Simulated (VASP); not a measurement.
# CdSe (R3m) in VASP: settings compared, part 2 of 2

VASP 6.6.1. The steps go on from the part before.

## (3) Single point, PBE (strain along [111] +4.0%)

The input, INCAR:

```
SYSTEM = CdSe
ALGO = Normal
EDIFF = 1E-6
ENCUT = 520
GGA = PE
ISIF = 2
ISMEAR = -1
LASPH = .TRUE.
LCHARG = .TRUE.
LELF = .TRUE.
LREAL = .FALSE.
LVHAR = .TRUE.
LWAVE = .FALSE.
NBANDS = 16
NELM = 80
PREC = Accurate
SIGMA = 0.02
```

The input, KPOINTS:

```
k-points
0
G
  8 8 8
  0 0 0
```

The input, POSCAR:

```
CdSe
1.0
    0.0820120111      3.1497929755      3.1497929755
    3.1497929755      0.0820120111      3.1497929755
    3.1497929755      3.1497929755      0.0820120111
Cd Se
1 1
Direct
    0.0023043651      0.0023043651      0.0023043651
    0.2476956349      0.2476956349      0.2476956349
```

Potentials or basis: VASP PAW PBE potentials, release 64 (Cd, Se).

On the command line:

```sh
cat potpaw_PBE.64/Cd/POTCAR potpaw_PBE.64/Se/POTCAR > POTCAR
mpirun -np 1 vasp_std > vasp.out
```

OUTCAR:

```text
SYSTEM = CdSe
   EDIFF = 1E-6
   ENCUT = 520
   GGA = PE
   ISIF = 2
   ISMEAR = -1
   LASPH = .TRUE.
   LREAL = .FALSE.
   NELM = 80
   PREC = Accurate

 ion  position               nearest neighbor table
   1  0.002  0.002  0.002-   2 2.69   2 2.69   2 2.69   2 2.71
   2  0.248  0.248  0.248-   1 2.69   1 2.69   1 2.69   1 2.71

  LATTYP: Found a trigonal (rhomboedric) cell.
 ALAT       =     4.4552348476
 COS(alpha) =     0.5258590200

  Lattice vectors:

 A1 = (   0.0820120111,   3.1497929755,   3.1497929755)
 A2 = (   3.1497929755,   0.0820120111,   3.1497929755)
 A3 = (   3.1497929755,   3.1497929755,   0.0820120111)

Analysis of symmetry for initial positions (statically):
=====================================================================
 Subroutine PRICEL returns:
 Original cell was already a primitive cell.

 Routine SETGRP: Setting up the symmetry group for a
 trigonal (rhombohedral) supercell.

 Subroutine GETGRP returns: Found  6 space group operations
 (whereof  6 operations were pure point group operations)
 out of a pool of 12 trial point group operations.

The static configuration has the point symmetry C_3v.

Analysis of symmetry for dynamics (positions and initial velocities):
=====================================================================
 Subroutine PRICEL returns:
 Original cell was already a primitive cell.

 Routine SETGRP: Setting up the symmetry group for a
 trigonal (rhombohedral) supercell.

 Subroutine GETGRP returns: Found  6 space group operations
 (whereof  6 operations were pure point group operations)
 out of a pool of 12 trial point group operations.

The dynamic configuration has the point symmetry C_3v.

 Subroutine INISYM returns: Found  6 space group operations
 (whereof  6 operations are pure point group operations),
 and found     1 'primitive' translations

----------------------------------------------------------------------------------------

                                     Primitive cell

  volume of cell :      60.0590

  direct lattice vectors                    reciprocal lattice vectors
     0.082012011  3.149792976  3.149792976    -0.165078821  0.160889692  0.160889692
     3.149792976  0.082012011  3.149792976     0.160889692 -0.165078821  0.160889692
     3.149792976  3.149792976  0.082012011     0.160889692  0.160889692 -0.165078821

  length of vectors
     4.455234848  4.455234848  4.455234848     0.281108526  0.281108526  0.281108526

  position of ions in fractional coordinates (direct lattice)
     0.002304365  0.002304365  0.002304365
     0.247695635  0.247695635  0.247695635

  ion indices of the primitive-cell ions
   primitive index   ion index
                 1           1
                 2           2

----------------------------------------------------------------------------------------

 KPOINTS: k-points

Automatic generation of k-mesh.
 Grid dimensions read from file:
 generate k-points for:    8    8    8

 Generating k-lattice:

  Cartesian coordinates                     Fractional coordinates (reciprocal lattice)
    -0.020634853  0.020111212  0.020111212     0.125000000  0.000000000  0.000000000
     0.020111212 -0.020634853  0.020111212     0.000000000  0.125000000  0.000000000
     0.020111212  0.020111212 -0.020634853     0.000000000  0.000000000  0.125000000

  Length of vectors
     0.035138566  0.035138566  0.035138566

  Shift w.r.t. Gamma in fractional coordinates (k-lattice)
     0.000000000  0.000000000  0.000000000

 Subroutine IBZKPT returns following result:
 ===========================================

 Found     65 irreducible k-points:

 Following reciprocal coordinates:
            Coordinates               Weight
  0.000000  0.000000  0.000000      1.000000
  0.125000  0.000000  0.000000      6.000000
  0.250000  0.000000  0.000000      6.000000
  0.375000  0.000000  0.000000      6.000000
  0.500000  0.000000  0.000000      3.000000
  0.125000  0.125000  0.000000      6.000000
[... 16 lines left out ...]
  0.250000  0.125000  0.125000      6.000000
  0.375000  0.125000  0.125000      6.000000
 [... further k-points ...]
   k-points           NKPTS =     65   k-points in BZ     NKDIM =     65   number of bands    NBANDS=     16
   number of dos      NEDOS =    301   number of ions     NIONS =      2
   total plane-waves  NPLWV =  46656
   dimension x,y,z NGX =    36 NGY =   36 NGZ =   36
   dimension x,y,z NGXF=    72 NGYF=   72 NGZF=   72
   ions per type =               1   1
   NGX,Y,Z   is equivalent  to a cutoff of  13.43, 13.43, 13.43 a.u.
   NGXF,Y,Z  is equivalent  to a cutoff of  26.87, 26.87, 26.87 a.u.
 SYSTEM =  CdSe
   PREC   = accura    normal or accurate (medium, high low for compatibility)
   ISTART =      0    job   : 0-new  1-cont  2-samecut
   ICHARG =      2    charge: 1-file 2-atom 10-const
   ISPIN  =      1    spin polarized calculation?
   LNONCOLLINEAR =      F non collinear calculations
   LSORBIT =      F    spin-orbit coupling
   LASPH  =      T    aspherical Exc in radial PAW
   ENCUT  =  520.0 eV  38.22 Ry    6.18 a.u.   8.28  8.28  8.28*2*pi/ulx,y,z
   NELM   =     80;   NELMIN=  2; NELMDL= -5     # of ELM steps
   EDIFF  = 0.1E-05   stopping-criterion for ELM
   LREAL  =      F    real-space projection
   EDIFFG = 0.1E-04   stopping-criterion for IOM
   NSW    =      0    number of steps for IOM
   IBRION =     -1    ionic relax: 0-MD 1-quasi-New 2-CG
   NFREE  =      0    steps in history (QN), initial steepest desc. (CG)
   ISIF   =      2    stress and relaxation
   ISYM   =      2    0-nonsym 1-usesym 2-fastsym
   POTIM  = 0.5000    time-step for ionic-motion
   TEBEG  =    0.0;   TEEND  =   0.0 temperature during run
   PSTRESS=    0.0 pullay stress
   NELECT =      18.0000    total number of electrons
   NUPDOWN=      -1.0000    fix difference up-down
   EMIN   =  10.00;   EMAX   =-10.00  energy-range for DOS
   EFERMI =   0.00;   METHOD = LEGACY
   ISMEAR =    -1;   SIGMA  =   0.02  broadening in eV -4-tet -1-fermi 0-gaus
   EFERMI_NEDOS =   21; number of points for ismear=-14 and -15
   IALGO  =     38    algorithm
   IMIX   =      4    mixing-type and parameters
     AMIX     =   0.40;   BMIX     =  1.00
     AMIX_MAG =   1.60;   BMIX_MAG =  1.00
  volume/ion in A,a.u.               =      30.03       202.65
  Fermi-wavevector in a.u.,A,eV,Ry     =   1.095569  2.070325 16.330676  1.200271
  Thomas-Fermi vector in A             =   2.231895
   LORBIT       =      0    0 simple, 1 ext, 2 COOP (PROOUT), +10 PAW based schemes
   GGA     = PE    functional components
   LHFCALC =     F    Hartree Fock is set to
   AEXX    =    0.0000 exact exchange contribution
   IVDW    =     0    specifies the selected vdW correction
   LEPSILON=     F    determine dielectric tensor
   LRPA    =     F    only Hartree local field effects (RPA)
 non-spin polarized calculation
  energy-cutoff  :      520.00
  volume of cell :       60.06
 maximum number of plane-waves:      1630
 NGX is ok and might be reduce to    36
   NGX = 17   NGY = 17   NGZ = 17

 number of electron      18.0000000 magnetization

 Free energy of the ion-electron system (eV)
  ---------------------------------------------------
  ext. energy  EPLUGINS =         0.00000000
  ---------------------------------------------------
  free energy    TOTEN  =        -5.49077665 eV

  energy without entropy =       -5.49077656  energy(sigma->0) =       -5.49077661

 E-fermi :   0.7115     XC(G=0):  -8.5934

 val. band max:        0.4997519262   @ k =   0.0000   0.0000   0.0000
 cond. band min:       0.9088556518   @ k =   0.0000   0.0000   0.0000
 fundamental gap:      0.4091037256
 Fermi energy:         0.7114812249

 k-point     1 :       0.0000    0.0000    0.0000
  band No.  band energies     occupation
      1     -11.8007      2.00000
      2      -7.2967      2.00000
      3      -7.2896      2.00000
      4      -7.2896      2.00000
      5      -6.9857      2.00000
      6      -6.9857      2.00000
[... 8 lines left out ...]
     15      11.3947      0.00000
     16      11.3947      0.00000
[... 419 lines left out ...]
 k-point    24 :       0.3750    0.1250    0.1250
  band No.  band energies     occupation
      1     -11.5755      2.00000
      2      -7.2285      2.00000
      3      -7.2174      2.00000
      4      -7.0228      2.00000
      5      -6.9895      2.00000
      6      -6.9549      2.00000
[... 8 lines left out ...]
     15      10.7847      0.00000
     16      11.7295      0.00000

 [... further k-points ...]

------------------------ aborting loop because EDIFF is reached ----------------------------------------

  FORCE on cell =-STRESS in cart. coord.  units (eV):
  Direction    XX          YY          ZZ          XY          YZ          ZX
  --------------------------------------------------------------------------------------
  -------------------------------------------------------------------------------------
  Total       -0.0823592     -0.0823592     -0.0823592     -0.2263950     -0.2263950     -0.2263950
  in kB       -2.1970723     -2.1970723     -2.1970723     -6.0394773     -6.0394773     -6.0394773
  external PRESSURE =      -2.1970723 kB  Pullay stress =       0.0000000 kB

 VOLUME and BASIS-vectors are now :
 -----------------------------------------------------------------------------
  energy-cutoff  :      520.00
  volume of cell :       60.06
      direct lattice vectors                 reciprocal lattice vectors
     0.082012011  3.149792976  3.149792976    -0.165078821  0.160889692  0.160889692
     3.149792976  0.082012011  3.149792976     0.160889692 -0.165078821  0.160889692
     3.149792976  3.149792976  0.082012011     0.160889692  0.160889692 -0.165078821

 POSITION                                       TOTAL-FORCE (eV/Angst)
 -----------------------------------------------------------------------------------
      0.01471      0.01471      0.01471         0.004778      0.004778      0.004778
      1.58069      1.58069      1.58069        -0.004778     -0.004778     -0.004778
 -----------------------------------------------------------------------------------
    total drift:                                0.000033      0.000033      0.000033

  FREE ENERGIE OF THE ION-ELECTRON SYSTEM (eV)
  ---------------------------------------------------
  free  energy   TOTEN  =        -5.4907766549 eV

  energy  without entropy=       -5.4907765635  energy(sigma->0) =       -5.49077661
```

Wall time 67 s (1 thread of Intel Xeon 8259CL, shared host); peak memory 0.24 GiB.

What came out:

```
Free energy            : -5.4908 eV
Pressure               : -0.2 GPa
Largest force          : 0.008 eV/Å
Band gap on the k mesh : 0.41 eV
```

Forces on the atoms (eV/Å):
```
Cd   0.005  0.005  0.005
Se  -0.005 -0.005 -0.005
```

Caveat: the cell differs from its parent crystal (strain along [111] +4.0%).

## (4) Single point, r2SCAN (epitaxial 111 strain -0.5%)

The input, POSCAR:

```
CdSe
1.0
    0.0176704184      3.0707260341      3.0707260341
    3.0707260341      0.0176704184      3.0707260341
    3.0707260341      3.0707260341      0.0176704184
Cd Se
1 1
Direct
    0.0006243822      0.0006243822      0.0006243822
    0.2493756178      0.2493756178      0.2493756178
```

The input, INCAR.step1:

```
PREC = Accurate
ENCUT = 520
ISMEAR = 0
SIGMA = 0.01
LREAL = F
LASPH = T
NELM = 80
NBANDS = 16
GGA = PE
ALGO = Normal
EDIFF = 1E-4
LWAVE = T
LCHARG = F
```

The input, INCAR.step2:

```
PREC = Accurate
ENCUT = 520
EDIFF = 1E-6
ISMEAR = 0
SIGMA = 0.01
LREAL = F
LASPH = T
NELM = 80
ALGO = Normal
ISIF = 2
LWAVE = F
LCHARG = F
METAGGA = R2SCAN
LMIXTAU = T
NBANDS = 16
ISTART = 1
```

The input, KPOINTS:

```
Automatic mesh
0
Gamma
  8 8 8
```

On the command line:

```sh
cat potpaw_PBE.64/Cd/POTCAR potpaw_PBE.64/Se/POTCAR > POTCAR
cp INCAR.step1 INCAR
mpirun -np 1 vasp_std > vasp.out
cp INCAR.step2 INCAR
mpirun -np 1 vasp_std > vasp.out
```

It took 2.5 min on 1 thread of Intel Xeon 8259CL, shared host; peak memory 0.23 GiB.

Results (log left out):

* Free energy: -35.9147 eV
* Pressure: 0.5 GPa
* Band gap on the k mesh: 1.03 eV

Stress tensor (GPa, compression positive):
```
 0.49 -0.13 -0.13
-0.13  0.49 -0.13
-0.13 -0.13  0.49
```

Levels at points of the mesh, in eV from the valence-band top:
| k point | band 7 | band 8 | band 9 | band 10 | band 11 | band 12 |
| --- | --- | --- | --- | --- | --- | --- |
| (0.00, 0.00, 0.00) | -0.04 | 0.00 | 0.00 | 1.03 | 6.40 | 6.49 |
| (0.50, 0.00, 0.00) | -4.31 | -0.77 | -0.73 | 2.80 | 6.89 | 6.89 |
| (0.50, 0.50, 0.00) | -4.01 | -1.85 | -1.80 | 3.48 | 4.13 | 9.57 |
| (0.50, 0.50, 0.50) | -4.34 | -0.72 | -0.72 | 2.88 | 6.96 | 6.96 |

Caveat: the cell differs from its parent crystal (epitaxial 111 strain -0.5%); the PAW data sets were made with another functional, which shifts forces and pressure a little.

## (5) Single point, r2SCAN (strain along [111] +4.0%)

The input, POSCAR:

```
CdSe
1.0
    0.0820120111      3.1497929755      3.1497929755
    3.1497929755      0.0820120111      3.1497929755
    3.1497929755      3.1497929755      0.0820120111
Cd Se
1 1
Direct
    0.0023043651      0.0023043651      0.0023043651
    0.2476956349      0.2476956349      0.2476956349
```

The input, INCAR.step1:

```
SYSTEM = CdSe
ALGO = Normal
EDIFF = 1E-4
ENCUT = 520
GGA = PE
ISMEAR = 0
LASPH = .TRUE.
LCHARG = .FALSE.
LREAL = .FALSE.
LWAVE = .TRUE.
NBANDS = 16
NELM = 80
PREC = Accurate
SIGMA = 0.01
```

The input, INCAR.step2:

```
SYSTEM = CdSe
ALGO = Normal
EDIFF = 1E-6
ENCUT = 520
ISIF = 2
ISMEAR = 0
ISTART = 1
LASPH = .TRUE.
LCHARG = .TRUE.
LELF = .TRUE.
LMIXTAU = .TRUE.
LREAL = .FALSE.
LVHAR = .TRUE.
LWAVE = .FALSE.
METAGGA = R2SCAN
NBANDS = 16
NELM = 80
PREC = Accurate
SIGMA = 0.01
```

The input, KPOINTS:

```
k-points
0
G
  8 8 8
  0 0 0
```

On the command line:

```sh
cat potpaw_PBE.64/Cd/POTCAR potpaw_PBE.64/Se/POTCAR > POTCAR
cp INCAR.step1 INCAR
mpirun -np 1 vasp_std > vasp.out
cp INCAR.step2 INCAR
mpirun -np 1 vasp_std > vasp.out
```

It took 4.8 min on 1 thread of Intel Xeon 8259CL, shared host; peak memory 0.26 GiB.

Results (log left out):

```
Free energy            : -35.8954 eV
Pressure               : -1.7 GPa
Largest force          : 0.004 eV/Å
Band gap on the k mesh : 0.87 eV
```

Forces on the atoms (eV/Å):
```
Cd   0.002  0.002  0.002
Se  -0.002 -0.002 -0.002
```

Stress tensor (GPa, compression positive):
```
-1.72 -0.63 -0.63
-0.63 -1.72 -0.63
-0.63 -0.63 -1.72
```

Levels at points of the mesh, in eV from the valence-band top:
| k point | band 6 | band 7 | band 8 | band 9 | band 10 | band 11 | band 12 | band 13 |
| --- | --- | --- | --- | --- | --- | --- | --- | --- |
| (0.00, 0.00, 0.00) | -7.70 | -0.18 | 0.00 | 0.00 | 0.87 | 6.15 | 6.56 | 6.56 |
| (0.50, 0.00, 0.00) | -7.43 | -4.07 | -0.83 | -0.68 | 2.62 | 6.75 | 6.81 | 7.59 |
| (0.50, 0.50, 0.00) | -7.39 | -3.84 | -1.82 | -1.62 | 3.44 | 4.08 | 9.22 | 10.48 |
| (0.50, 0.50, 0.50) | -7.48 | -4.18 | -0.62 | -0.62 | 2.94 | 7.05 | 7.05 | 7.41 |

Caveat: the cell differs from its parent crystal (strain along [111] +4.0%); the PAW data sets were made with another functional, which shifts forces and pressure a little.

## (6) The runs side by side

| level | cell | smearing | gap on the mesh (eV) | pressure (GPa) |
| --- | --- | --- | --- | --- |
| PBE | a = 4.343 Å, angles 59.6°, 2 atoms, epitaxial 111 strain -0.5% | fermi-dirac 0.02 eV | 0.55 | 2.0 |
| PBE | a = 4.455 Å, angles 58.3°, 2 atoms, strain along [111] +4.0% | fermi-dirac 0.02 eV | 0.41 | -0.2 |
| r2SCAN | a = 4.343 Å, angles 59.6°, 2 atoms, epitaxial 111 strain -0.5% | gaussian 0.01 eV | 1.03 | 0.5 |
| r2SCAN | a = 4.455 Å, angles 58.3°, 2 atoms, strain along [111] +4.0% | gaussian 0.01 eV | 0.87 | -1.7 |

Alike in all rows: task single point; potentials or basis VASP PAW PBE potentials, release 64 (Cd, Se); no spin polarisation; k mesh 8 × 8 × 8; cutoff (eV) 520.

Caveats: the PAW data sets were made with another functional, which shifts forces and pressure a little (at least some runs).

Total energies depend on the potentials used, so only differences within one code and one set of settings carry meaning.
